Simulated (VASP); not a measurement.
# WSe2 in VASP: single point with PBEsol

Aim: the single point of WSe2 with PBEsol.

Everything below comes from runs of VASP 6.6.1. Logs are shortened: lines on timing, memory, paths and dates and some standing lists are left out, and cuts for length are marked.

## Step 1: The cell of the first run

The cell holds a slab with vacuum, 9 atoms: a = 3.289 Å, b = 3.296 Å, c = 29.240 Å, α = 89.38°, β = 91.07°, γ = 120.54°.

## Step 2: Single point, PBEsol (atoms moved at random and the cell strained at random)

The input, INCAR:

```
PREC     = Accurate       # precision mode
ENCUT    = 520            # plane-wave cutoff, eV
EDIFF    = 1E-6           # SCF threshold, eV
ISMEAR   = 0              # smearing method
SIGMA    = 0.05           # smearing width, eV
LREAL    = F              # projectors in reciprocal space
LASPH    = T              # aspherical terms in the spheres
NELM     = 100            # most SCF steps
ALGO     = Normal         # electronic algorithm
ISIF     = 2              # what is computed and relaxed
LWAVE    = F              # write WAVECAR
LCHARG   = T              # write CHGCAR
GGA      = PS             # functional
LELF     = T              # ELF
LVHAR    = T            
NBANDS   = 49             # bands
```

The input, KPOINTS:

```
Automatic mesh
0
Gamma
  12 12 1
```

The input, POSCAR:

```
WSe2
1.0
    3.2891514761     -0.0176411180     -0.0305790643
   -1.6598533944      2.8478028405      0.0177832794
   -0.2728428193      0.0256927237     29.2386088347
W Se
3 6
Direct
    0.7136761637      0.1899222728     -0.0059068079
    0.2821610501      0.7175961645      0.7950690753
    0.3818403327      0.6382672330      0.2241889375
    0.5454829319      0.7731018898      0.0492937421
    0.5275142738      0.3501297948      0.8411530995
    0.6559653620      0.2942723270      0.2928927664
    0.3432804429      0.7676447942      0.9364208191
    0.4979214615      0.1972410402      0.7169482584
    0.7188246480      0.4051578171      0.1499401097
```

Potentials or basis: VASP PAW PBE potentials, release 64 (W_sv, Se).

Command:

```
cat potpaw_PBE.64/W_sv/POTCAR potpaw_PBE.64/Se/POTCAR > POTCAR
mpirun -np 1 vasp_std > vasp.out
```

OUTCAR:

```text
PREC = Accurate
   ENCUT = 520
   EDIFF = 1E-6
   ISMEAR = 0
   LREAL = F
   LASPH = T
   NELM = 100
   ISIF = 2
   GGA = PS

 ion  position               nearest neighbor table
   1  0.714  0.190  0.994-   4 2.00   7 2.13   7 2.61   4 2.79   4 2.89
   2  0.282  0.718  0.795-   5 2.20   5 2.26   5 2.55   8 2.66
   3  0.382  0.638  0.224-   6 2.66   9 2.74   6 2.75   9 2.87   6 2.90   9 3.07
   4  0.545  0.773  0.049-   1 2.00   1 2.79   1 2.89
   5  0.528  0.350  0.841-   2 2.20   2 2.26   2 2.55
   6  0.656  0.294  0.293-   3 2.66   3 2.75   3 2.90
   7  0.343  0.768  0.936-   1 2.13   1 2.61
   8  0.498  0.197  0.717-   2 2.66
   9  0.719  0.405  0.150-   3 2.74   3 2.87   3 3.07

  LATTYP: Found a triclinic cell.
 ALAT       =     3.2893409250
 B/A-ratio  =     0.9928033200
 C/A-ratio  =     8.8892862706
 COS(alpha) =     0.0078120835
 COS(beta)  =     0.0186313614
 COS(gamma) =     0.4942769500

  Lattice vectors:

 A1 = (  -3.2891514761,   0.0176411180,   0.0305790643)
 A2 = (  -1.6292980817,  -2.8301617225,   0.0127957849)
 A3 = (  -0.2728428193,   0.0256927237,  29.2386088347)

Analysis of symmetry for initial positions (statically):
=====================================================================
 Subroutine PRICEL returns:
 Original cell was already a primitive cell.

 Routine SETGRP: Setting up the symmetry group for a
 triclinic supercell.

 Subroutine GETGRP returns: Found  1 space group operations
 (whereof  1 operations were pure point group operations)
 out of a pool of  2 trial point group operations.

The static configuration has the point symmetry C_1 .

Analysis of symmetry for dynamics (positions and initial velocities):
=====================================================================
 Subroutine PRICEL returns:
 Original cell was already a primitive cell.

 Routine SETGRP: Setting up the symmetry group for a
 triclinic supercell.

 Subroutine GETGRP returns: Found  1 space group operations
 (whereof  1 operations were pure point group operations)
 out of a pool of  2 trial point group operations.

The dynamic configuration has the point symmetry C_1 .

 Subroutine INISYM returns: Found  1 space group operations
 (whereof  1 operations are pure point group operations),
 and found     1 'primitive' translations

----------------------------------------------------------------------------------------

                                     Primitive cell

  volume of cell :     272.9938

  direct lattice vectors                    reciprocal lattice vectors
     3.289151476 -0.017641118 -0.030579064     0.305008183  0.177758454  0.002690011
    -1.659853394  2.847802840  0.017783279     0.001886549  0.352249310 -0.000291926
    -0.272842819  0.025692724 29.238608835     0.000317844 -0.000028334  0.034204345

  length of vectors
     3.289340925  3.296272221 29.239893124     0.353037245  0.352254483  0.034205833

  position of ions in fractional coordinates (direct lattice)
     0.713676164  0.189922273  0.994093192
     0.282161050  0.717596165  0.795069075
     0.381840333  0.638267233  0.224188938
     0.545482932  0.773101890  0.049293742
     0.527514274  0.350129795  0.841153099
     0.655965362  0.294272327  0.292892766
     0.343280443  0.767644794  0.936420819
     0.497921461  0.197241040  0.716948258
     0.718824648  0.405157817  0.149940110

  ion indices of the primitive-cell ions
   primitive index   ion index
                 1           1
                 2           2
                 3           3
                 4           4
                 5           5
                 6           6
                 7           7
                 8           8
                 9           9

----------------------------------------------------------------------------------------

 KPOINTS: Automatic mesh

Automatic generation of k-mesh.
 Grid dimensions read from file:
 generate k-points for:   12   12    1

 Generating k-lattice:

  Cartesian coordinates                     Fractional coordinates (reciprocal lattice)
     0.025417349  0.014813205  0.000224168     0.083333333 -0.000000000  0.000000000
     0.000157212  0.029354109 -0.000024327    -0.000000000  0.083333333  0.000000000
     0.000317844 -0.000028334  0.034204345     0.000000000 -0.000000000  1.000000000

  Length of vectors
     0.029419770  0.029354540  0.034205833

  Shift w.r.t. Gamma in fractional coordinates (k-lattice)
     0.000000000  0.000000000  0.000000000

 Subroutine IBZKPT returns following result:
 ===========================================

 Found     74 irreducible k-points:

 Following reciprocal coordinates:
            Coordinates               Weight
  0.000000  0.000000  0.000000      1.000000
  0.083333  0.000000 -0.000000      2.000000
  0.166667  0.000000 -0.000000      2.000000
  0.250000  0.000000  0.000000      2.000000
  0.333333  0.000000  0.000000      2.000000
  0.416667  0.000000 -0.000000      2.000000
[... 16 lines left out ...]
  0.250000  0.166667  0.000000      2.000000
  0.333333  0.166667 -0.000000      2.000000
 [... further k-points ...]
   k-points           NKPTS =     74   k-points in BZ     NKDIM =     74   number of bands    NBANDS=     49
   number of dos      NEDOS =    301   number of ions     NIONS =      9
   total plane-waves  NPLWV = 150528
   dimension x,y,z NGX =    24 NGY =   28 NGZ =  224
   dimension x,y,z NGXF=    48 NGYF=   56 NGZF=  448
   ions per type =               3   6
   NGX,Y,Z   is equivalent  to a cutoff of  12.13, 14.12, 12.74 a.u.
   NGXF,Y,Z  is equivalent  to a cutoff of  24.26, 28.24, 25.47 a.u.
 SYSTEM =  unknown system
   PREC   = accura    normal or accurate (medium, high low for compatibility)
   ISTART =      0    job   : 0-new  1-cont  2-samecut
   ICHARG =      2    charge: 1-file 2-atom 10-const
   ISPIN  =      1    spin polarized calculation?
   LNONCOLLINEAR =      F non collinear calculations
   LSORBIT =      F    spin-orbit coupling
   LASPH  =      T    aspherical Exc in radial PAW
   ENCUT  =  520.0 eV  38.22 Ry    6.18 a.u.   6.12  6.13 54.37*2*pi/ulx,y,z
   NELM   =    100;   NELMIN=  2; NELMDL= -5     # of ELM steps
   EDIFF  = 0.1E-05   stopping-criterion for ELM
   LREAL  =      F    real-space projection
   EDIFFG = 0.1E-04   stopping-criterion for IOM
   NSW    =      0    number of steps for IOM
   IBRION =     -1    ionic relax: 0-MD 1-quasi-New 2-CG
   NFREE  =      0    steps in history (QN), initial steepest desc. (CG)
   ISIF   =      2    stress and relaxation
   ISYM   =      2    0-nonsym 1-usesym 2-fastsym
   POTIM  = 0.5000    time-step for ionic-motion
   TEBEG  =    0.0;   TEEND  =   0.0 temperature during run
   PSTRESS=    0.0 pullay stress
   NELECT =      78.0000    total number of electrons
   NUPDOWN=      -1.0000    fix difference up-down
   EMIN   =  10.00;   EMAX   =-10.00  energy-range for DOS
   EFERMI =   0.00;   METHOD = LEGACY
   ISMEAR =     0;   SIGMA  =   0.05  broadening in eV -4-tet -1-fermi 0-gaus
   EFERMI_NEDOS =   21; number of points for ismear=-14 and -15
   IALGO  =     38    algorithm
   IMIX   =      4    mixing-type and parameters
     AMIX     =   0.40;   BMIX     =  1.00
     AMIX_MAG =   1.60;   BMIX_MAG =  1.00
  volume/ion in A,a.u.               =      30.33       204.69
  Fermi-wavevector in a.u.,A,eV,Ry     =   1.078257  2.037609 15.818640  1.162637
  Thomas-Fermi vector in A             =   2.214190
   LORBIT       =      0    0 simple, 1 ext, 2 COOP (PROOUT), +10 PAW based schemes
   GGA     = PS    functional components
   LHFCALC =     F    Hartree Fock is set to
   AEXX    =    0.0000 exact exchange contribution
   IVDW    =     0    specifies the selected vdW correction
   LEPSILON=     F    determine dielectric tensor
   LRPA    =     F    only Hartree local field effects (RPA)
 non-spin polarized calculation
 Gauss-broadening in eV      SIGMA  =   0.05
  energy-cutoff  :      520.00
  volume of cell :      272.99
 maximum number of plane-waves:      7415
   NGX = 13   NGY = 13   NGZ =109

 number of electron      78.0000001 magnetization

 Free energy of the ion-electron system (eV)
  ---------------------------------------------------
  ext. energy  EPLUGINS =         0.00000000
  ---------------------------------------------------
  free energy    TOTEN  =       -59.31659081 eV

  energy without entropy =      -59.31213725  energy(sigma->0) =      -59.31436403

 E-fermi :   2.8443     XC(G=0):  -7.7662

 val. band max:        2.8405464608   @ k =   0.5000   0.5000   0.0000
 cond. band min:       2.8464400472   @ k =   0.4167   0.4167  -0.0000
 fundamental gap:      0.0058935864
 Fermi energy:         2.8443443098

 k-point     1 :       0.0000    0.0000    0.0000
  band No.  band energies     occupation
      1     -72.0480      2.00000
      2     -71.6697      2.00000
      3     -71.6233      2.00000
      4     -36.5216      2.00000
      5     -36.2461      2.00000
      6     -36.0664      2.00000
[... 41 lines left out ...]
     48       5.1952      0.00000
     49       5.4527      0.00000

 k-point     2 :       0.0833    0.0000   -0.0000
  band No.  band energies     occupation
      1     -72.0474      2.00000
      2     -71.6689      2.00000
      3     -71.6226      2.00000
      4     -36.5188      2.00000
      5     -36.2443      2.00000
      6     -36.0780      2.00000
[... 41 lines left out ...]
     48       5.3998      0.00000
     49       5.4636      0.00000

 k-point     3 :       0.1667    0.0000   -0.0000
  band No.  band energies     occupation
      1     -72.0456      2.00000
      2     -71.6669      2.00000
      3     -71.6205      2.00000
      4     -36.5111      2.00000
      5     -36.2392      2.00000
      6     -36.1104      2.00000
[... 1081 lines left out ...]
     48       5.0373      0.00000
     49       5.6834      0.00000

 k-point    24 :       0.3333    0.1667   -0.0000
  band No.  band energies     occupation
      1     -72.0385      2.00000
      2     -71.6582      2.00000
      3     -71.6119      2.00000
      4     -36.4847      2.00000
      5     -36.2608      2.00000
      6     -36.2221      2.00000
[... 41 lines left out ...]
     48       5.2352      0.00000
     49       5.5516      0.00000

 [... further k-points ...]

------------------------ aborting loop because EDIFF is reached ----------------------------------------

  FORCE on cell =-STRESS in cart. coord.  units (eV):
  Direction    XX          YY          ZZ          XY          YZ          ZX
  --------------------------------------------------------------------------------------
  -------------------------------------------------------------------------------------
  Total       -1.9102768     14.1501635     12.7940848     -2.6212678     -6.6840984      7.1205125
  in kB      -11.2112527     83.0461092     75.0873986    -15.3839983    -39.2284064     41.7896838
  external PRESSURE =      48.9740850 kB  Pullay stress =       0.0000000 kB

 VOLUME and BASIS-vectors are now :
 -----------------------------------------------------------------------------
  energy-cutoff  :      520.00
  volume of cell :      272.99
      direct lattice vectors                 reciprocal lattice vectors
     3.289151476 -0.017641118 -0.030579064     0.305008183  0.177758454  0.002690011
    -1.659853394  2.847802840  0.017783279     0.001886549  0.352249310 -0.000291926
    -0.272842819  0.025692724 29.238608835     0.000317844 -0.000028334  0.034204345

 POSITION                                       TOTAL-FORCE (eV/Angst)
 -----------------------------------------------------------------------------------
      1.76091      0.55381     29.04746        -0.103844     12.272081     -4.625747
     -0.47996      2.05902     23.25085        -3.891647     -1.141937     -8.364990
      0.13533      1.81668      6.55465        -0.779597      0.434825     -0.227963
      0.49749      2.19329      1.43835         0.590053     -8.379014      9.994989
      0.92441      1.00941     24.58424         3.665279      0.568816      5.537753
      1.58921      0.83398      8.54895         0.537411      0.004616     -3.584420
     -0.40057      2.20410     27.38280        -0.569688     -3.861782     -5.130742
      1.11473      0.57134     20.95085         0.239488      0.572256      2.536516
      1.65091      1.14498      4.36926         0.312545     -0.469861      3.864605
 -----------------------------------------------------------------------------------
    total drift:                                0.000431      0.000164     -0.000412

  FREE ENERGIE OF THE ION-ELECTRON SYSTEM (eV)
  ---------------------------------------------------
  free  energy   TOTEN  =       -59.3165908095 eV

  energy  without entropy=      -59.3121372464  energy(sigma->0) =      -59.31436403
```

Run time: 16 min. Hardware: 1 thread of Intel Xeon 6975P-C (Granite Rapids), shared host; peak memory 0.9 GiB.

Results:

```yaml
Free_energy: -59.3166 eV
Largest_force: 13.115 eV/Å
Band_gap_on_the_k_mesh: zero (bands 39 and 40 overlap by 0.71 eV)
```

Forces on the atoms (eV/Å):
```
W   -0.104 12.272 -4.626
W   -3.892 -1.142 -8.365
W   -0.780  0.435 -0.228
Se   0.590 -8.379  9.995
Se   3.665  0.569  5.538
Se   0.537  0.005 -3.584
Se  -0.570 -3.862 -5.131
Se   0.239  0.572  2.537
Se   0.313 -0.470  3.865
```

Levels at points of the mesh, in eV from the Fermi level:
| k point | band 37 | band 38 | band 39 | band 40 | band 41 | band 42 |
| --- | --- | --- | --- | --- | --- | --- |
| (0.00, 0.00, 0.00) | -0.20 | 0.08 | 0.30 | 1.00 | 1.32 | 1.39 |
| (0.50, 0.00, 0.00) | -0.62 | -0.40 | -0.09 | 0.64 | 0.93 | 1.20 |
| (0.00, 0.50, 0.00) | -1.11 | -0.45 | -0.35 | 1.04 | 1.25 | 1.40 |
| (0.50, 0.50, 0.00) | -0.39 | 0.00 | 0.56 | 0.67 | 0.91 | 1.23 |

Caveat: the cell differs from its parent crystal (atoms moved at random and the cell strained at random); there is no dipole correction, which matters where the two faces differ; the PAW data sets were made with another functional, which shifts forces and pressure a little; spin-orbit coupling is left out, which moves the levels of the heavy elements.
